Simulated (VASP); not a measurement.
# CsSnBr3 (Pm-3m) in VASP: a series of runs, part 2 of 2

VASP 6.6.1. Earlier steps stand in the parts before.

## (4) Single point, PBEsol

This run uses another cell than the first one, of 36.78 Å³/atom.

The input, INCAR:

```
SYSTEM = CsSnBr3
PREC = Accurate
ENCUT = 500
EDIFF = 1E-6
ISMEAR = 0
SIGMA = 0.01
LREAL = .False.
LASPH = .True.
NELM = 120
ALGO = Normal
ISIF = 2
LWAVE = .False.
LCHARG = .True.
GGA = PS
LELF = .True.
LVHAR = .True.
NBANDS = 30
GGA_COMPAT = .False.
```

The input, KPOINTS:

```
Automatic mesh
0
Gamma
  6 6 6
  0 0 0
```

The input, POSCAR:

```
CsSnBr3
1.0
    5.6867793174      0.0000000000      0.0000000000
    0.0000000000      5.6867793174      0.0000000000
    0.0000000000      0.0000000000      5.6867793174
Cs Sn Br
1 1 3
Direct
    0.0000000000      0.0000000000      0.0000000000
    0.5000000000      0.5000000000      0.5000000000
    0.5000000000      0.0000000000      0.5000000000
    0.5000000000      0.5000000000      0.0000000000
    0.0000000000      0.5000000000      0.5000000000
```

Launch:

```
cat potpaw_PBE.64/Cs_sv/POTCAR potpaw_PBE.64/Sn_d/POTCAR potpaw_PBE.64/Br/POTCAR > POTCAR
mpirun -np 1 vasp_std > vasp.out
```

Run time: 2.6 min. Hardware: 1 thread of Intel Xeon 8259CL, shared host; peak memory 0.32 GiB.

The run converged. Its results:

| Quantity | Value |
| --- | --- |
| Free energy | -16.7830 eV |
| Pressure | 1.0 GPa |
| Band gap on the k mesh | zero (filled and empty bands touch) |

Levels at points of the mesh, in eV from the Fermi level:
```csv
k point,band 20,band 21,band 22,band 23,band 24,band 25
"(0.00, 0.00, 0.00)",-3.48,-3.48,-3.48,1.63,2.56,2.56
"(0.50, 0.00, 0.00)",-3.64,-3.64,-2.31,1.16,3.18,3.77
"(0.50, 0.50, 0.00)",-3.91,-3.09,-1.12,0.63,0.63,3.71
"(0.50, 0.50, 0.50)",-3.07,-3.07,0.00,0.00,0.00,0.03
```

Caveat: the PAW data sets were made with another functional, which shifts forces and pressure a little; spin-orbit coupling is left out, which moves the levels of the heavy elements.

## (5) Single point, PBEsol

This run uses another cell than the first one, of 21.32 Å³/atom.

The input, INCAR:

```
SYSTEM = CsSnBr3
  PREC = Accurate
  ENCUT = 500
  EDIFF = 1E-6
  ISMEAR = 0
  SIGMA = 0.1
  LREAL = .False.
  LASPH = .True.
  NELM = 120
  ALGO = Normal
  ISIF = 2
  LWAVE = .False.
  LCHARG = .False.
  GGA = PS
  NBANDS = 30
  GGA_COMPAT = .False.
```

The input, KPOINTS:

```
Automatic mesh
0
Gamma
  8 8 8
  0 0 0
```

POSCAR: that of step 4 with these lines changed.

```diff
@@ -2,5 +2,5 @@
 1.0
-    5.6867793174      0.0000000000      0.0000000000
-    0.0000000000      5.6867793174      0.0000000000
-    0.0000000000      0.0000000000      5.6867793174
+    4.7418025079      0.0000000000      0.0000000000
+    0.0000000000      4.7418025079      0.0000000000
+    0.0000000000      0.0000000000      4.7418025079
 Cs Sn Br
```

Launch:

```
cat potpaw_PBE.64/Cs_sv/POTCAR potpaw_PBE.64/Sn_d/POTCAR potpaw_PBE.64/Br/POTCAR > POTCAR
mpirun -np 1 vasp_std > vasp.out
```

It took 2.1 min on 1 thread of Intel Xeon 8259CL, shared host; peak memory 0.27 GiB.

The run converged. Its results:

| Quantity | Value |
| --- | --- |
| Free energy | -9.1381 eV |
| Pressure | 50.2 GPa |
| Band gap on the k mesh | zero (bands 22 and 23 overlap by 1.12 eV) |

Levels at points of the mesh, in eV from the Fermi level:
| k point | band 18 | band 19 | band 20 | band 21 | band 22 | band 23 | band 24 | band 25 | band 26 | band 27 |
| --- | --- | --- | --- | --- | --- | --- | --- | --- | --- | --- |
| (0.00, 0.00, 0.00) | -6.11 | -6.07 | -5.05 | -5.05 | -5.05 | 0.01 | 0.01 | 0.79 | 0.79 | 0.79 |
| (0.50, 0.00, 0.00) | -6.15 | -6.15 | -5.98 | -5.98 | -0.98 | 1.04 | 2.05 | 2.48 | 2.81 | 3.25 |
| (0.50, 0.50, 0.00) | -6.11 | -6.11 | -5.35 | -4.62 | 0.66 | 0.66 | 0.90 | 2.95 | 4.02 | 4.25 |
| (0.50, 0.50, 0.50) | -5.31 | -4.55 | -4.55 | -4.55 | -0.46 | -0.46 | -0.46 | 2.04 | 2.55 | 2.55 |

Caveat: the cell stands under pressure; the PAW data sets were made with another functional, which shifts forces and pressure a little; spin-orbit coupling is left out, which moves the levels of the heavy elements.

## (6) Single point, PBEsol

This run uses another cell than the first one, of 38.28 Å³/atom.

The input, INCAR:

```
SYSTEM = CsSnBr3
  ALGO = Normal
  EDIFF = 1E-6
  ENCUT = 500
  GGA = PS
  GGA_COMPAT = .FALSE.
  ISIF = 2
  ISMEAR = 0
  LASPH = .TRUE.
  LCHARG = .FALSE.
  LREAL = .FALSE.
  LWAVE = .FALSE.
  NBANDS = 30
  NELM = 120
  PREC = Accurate
  SIGMA = 0.02
```

The input, KPOINTS:

```
k-points
0
G
  6 6 6
  0 0 0
```

POSCAR: that of step 5 with these lines changed.

```diff
@@ -2,5 +2,5 @@
 1.0
-    4.7418025079      0.0000000000      0.0000000000
-    0.0000000000      4.7418025079      0.0000000000
-    0.0000000000      0.0000000000      4.7418025079
+    5.7627697376      0.0000000000      0.0000000000
+    0.0000000000      5.7627697376      0.0000000000
+    0.0000000000      0.0000000000      5.7627697376
 Cs Sn Br
```

Potentials or basis: VASP PAW PBE potentials, release 64 (Cs_sv, Sn_d, Br).

Launch:

```
cat potpaw_PBE.64/Cs_sv/POTCAR potpaw_PBE.64/Sn_d/POTCAR potpaw_PBE.64/Br/POTCAR > POTCAR
mpirun -np 1 vasp_std > vasp.out
```

OUTCAR:

```text
SYSTEM = CsSnBr3
   EDIFF = 1E-6
   ENCUT = 500
   GGA = PS
   ISIF = 2
   ISMEAR = 0
   LASPH = .TRUE.
   LREAL = .FALSE.
   NELM = 120
   PREC = Accurate

 ion  position               nearest neighbor table
   1  0.000  0.000  0.000-
   2  0.500  0.500  0.500-   3 2.88   4 2.88   5 2.88   4 2.88   3 2.88   5 2.88
   3  0.500  0.000  0.500-   2 2.88   2 2.88
   4  0.500  0.500  0.000-   2 2.88   2 2.88
   5  0.000  0.500  0.500-   2 2.88   2 2.88

  LATTYP: Found a simple cubic cell.
 ALAT       =     5.7627697376

  Lattice vectors:

 A1 = (   5.7627697376,   0.0000000000,   0.0000000000)
 A2 = (   0.0000000000,   5.7627697376,   0.0000000000)
 A3 = (   0.0000000000,   0.0000000000,   5.7627697376)

Analysis of symmetry for initial positions (statically):
=====================================================================
 Subroutine PRICEL returns:
 Original cell was already a primitive cell.

 Routine SETGRP: Setting up the symmetry group for a
 simple cubic supercell.

 Subroutine GETGRP returns: Found 48 space group operations
 (whereof 48 operations were pure point group operations)
 out of a pool of 48 trial point group operations.

The static configuration has the point symmetry O_h .

Analysis of symmetry for dynamics (positions and initial velocities):
=====================================================================
 Subroutine PRICEL returns:
 Original cell was already a primitive cell.

 Routine SETGRP: Setting up the symmetry group for a
 simple cubic supercell.

 Subroutine GETGRP returns: Found 48 space group operations
 (whereof 48 operations were pure point group operations)
 out of a pool of 48 trial point group operations.

The dynamic configuration has the point symmetry O_h .

[... 115 lines left out ...]
   EFERMI_NEDOS =   21; number of points for ismear=-14 and -15
   IALGO  =     38    algorithm
   IMIX   =      4    mixing-type and parameters
     AMIX     =   0.40;   BMIX     =  1.00
     AMIX_MAG =   1.60;   BMIX_MAG =  1.00
  volume/ion in A,a.u.               =      38.28       258.30
  Fermi-wavevector in a.u.,A,eV,Ry     =   1.002908  1.895221 13.685074  1.005825
  Thomas-Fermi vector in A             =   2.135426
   LORBIT       =      0    0 simple, 1 ext, 2 COOP (PROOUT), +10 PAW based schemes
   GGA     = PS    functional components
   LHFCALC =     F    Hartree Fock is set to
   AEXX    =    0.0000 exact exchange contribution
   IVDW    =     0    specifies the selected vdW correction
   LEPSILON=     F    determine dielectric tensor
   LRPA    =     F    only Hartree local field effects (RPA)
 non-spin polarized calculation
 Gauss-broadening in eV      SIGMA  =   0.02
  energy-cutoff  :      500.00
  volume of cell :      191.38
 maximum number of plane-waves:      4945
   NGX = 21   NGY = 21   NGZ = 21

 number of electron      44.0000000 magnetization

 Free energy of the ion-electron system (eV)
  ---------------------------------------------------
  ext. energy  EPLUGINS =         0.00000000
  ---------------------------------------------------
  free energy    TOTEN  =       -16.80768629 eV

  energy without entropy =      -16.80768629  energy(sigma->0) =      -16.80768629

 E-fermi :   2.6703     XC(G=0):  -8.0094

 val. band max:        2.5713121757   @ k =   0.5000   0.5000   0.5000
 cond. band min:       2.7777291402   @ k =   0.5000   0.5000   0.5000
 fundamental gap:      0.2064169646
 Fermi energy:         2.6702724775

 k-point     1 :       0.0000    0.0000    0.0000
  band No.  band energies     occupation
      1     -19.8848      2.00000
      2     -19.6902      2.00000
      3     -19.6902      2.00000
      4     -19.6523      2.00000
      5     -19.6523      2.00000
      6     -19.6523      2.00000
[... 649 lines left out ...]
     29       6.6110      0.00000
     30       7.9663      0.00000

------------------------ aborting loop because EDIFF is reached ----------------------------------------

  FORCE on cell =-STRESS in cart. coord.  units (eV):
  Direction    XX          YY          ZZ          XY          YZ          ZX
  --------------------------------------------------------------------------------------
  -------------------------------------------------------------------------------------
  Total        0.0395545      0.0395545      0.0395545     -0.0000000      0.0000000     -0.0000000
  in kB        0.3311406      0.3311406      0.3311406     -0.0000000      0.0000000     -0.0000000
  external PRESSURE =       0.3311406 kB  Pullay stress =       0.0000000 kB

 VOLUME and BASIS-vectors are now :
 -----------------------------------------------------------------------------
  energy-cutoff  :      500.00
  volume of cell :      191.38
      direct lattice vectors                 reciprocal lattice vectors
     5.762769738  0.000000000  0.000000000     0.173527669  0.000000000  0.000000000
     0.000000000  5.762769738  0.000000000     0.000000000  0.173527669  0.000000000
     0.000000000  0.000000000  5.762769738     0.000000000  0.000000000  0.173527669

 POSITION                                       TOTAL-FORCE (eV/Angst)
 -----------------------------------------------------------------------------------
      0.00000      0.00000      0.00000         0.000000      0.000000      0.000000
      2.88138      2.88138      2.88138         0.000000      0.000000      0.000000
      2.88138      0.00000      2.88138         0.000000      0.000000      0.000000
      2.88138      2.88138      0.00000         0.000000      0.000000      0.000000
      0.00000      2.88138      2.88138         0.000000      0.000000      0.000000
 -----------------------------------------------------------------------------------
    total drift:                                0.000000     -0.000000     -0.000000

  FREE ENERGIE OF THE ION-ELECTRON SYSTEM (eV)
  ---------------------------------------------------
  free  energy   TOTEN  =       -16.8076862907 eV

  energy  without entropy=      -16.8076862907  energy(sigma->0) =      -16.80768629
```

stdout:

```text
POSCAR found type information on POSCAR CsSnBr
 POSCAR found :  3 types and       5 ions
 scaLAPACK will be used
 -----------------------------------------------------------------------------
|                                                                             |
|                                                                             |
|     You enforced a specific xc type in the INCAR file but a different       |
|     I HOPE YOU KNOW WHAT YOU ARE DOING!                                     |
|                                                                             |
 -----------------------------------------------------------------------------

 LDA part: xc-table for (Slater+PW92), standard interpolation
 POSCAR, INCAR and KPOINTS ok, starting setup
 FFT: planning ... GRIDC
 FFT: planning ... GRID_SOFT
 FFT: planning ... GRID
 WAVECAR not read
 entering main loop
```

Run time: 2.7 min. Hardware: 1 thread of Intel Xeon 8259CL, shared host; peak memory 0.32 GiB.

What came out:

```
Free energy            : -16.8077 eV
Pressure               : 0.0 GPa
Band gap on the k mesh : 0.21 eV
```

Caveat: the PAW data sets were made with another functional, which shifts forces and pressure a little; spin-orbit coupling is left out, which moves the levels of the heavy elements.

## (7) The runs side by side

```tsv
cell	k mesh	smearing	gap on the mesh (eV)	pressure (GPa)
a = 5.245 Å, 5 atoms	8 × 8 × 8	gaussian 0.1 eV	none	12.1
a = 5.516 Å, 5 atoms	6 × 6 × 6	gaussian 0.1 eV	none	4.0
a = 5.687 Å, 5 atoms	6 × 6 × 6	gaussian 0.01 eV	none	1.0
a = 4.742 Å, 5 atoms	8 × 8 × 8	gaussian 0.1 eV	none	50.2
a = 5.763 Å, 5 atoms	6 × 6 × 6	gaussian 0.02 eV	0.21	0.0
```

Alike in all rows: task single point; level PBEsol; potentials or basis VASP PAW PBE potentials, release 64 (Cs_sv, Sn_d, Br); no spin polarisation; cutoff (eV) 500.

Caveats: the PAW data sets were made with another functional, which shifts forces and pressure a little; spin-orbit coupling is left out, which moves the levels of the heavy elements; the cell stands under pressure (at least some runs).

Total energies depend on the potentials used, so only differences within one code and one set of settings carry meaning.
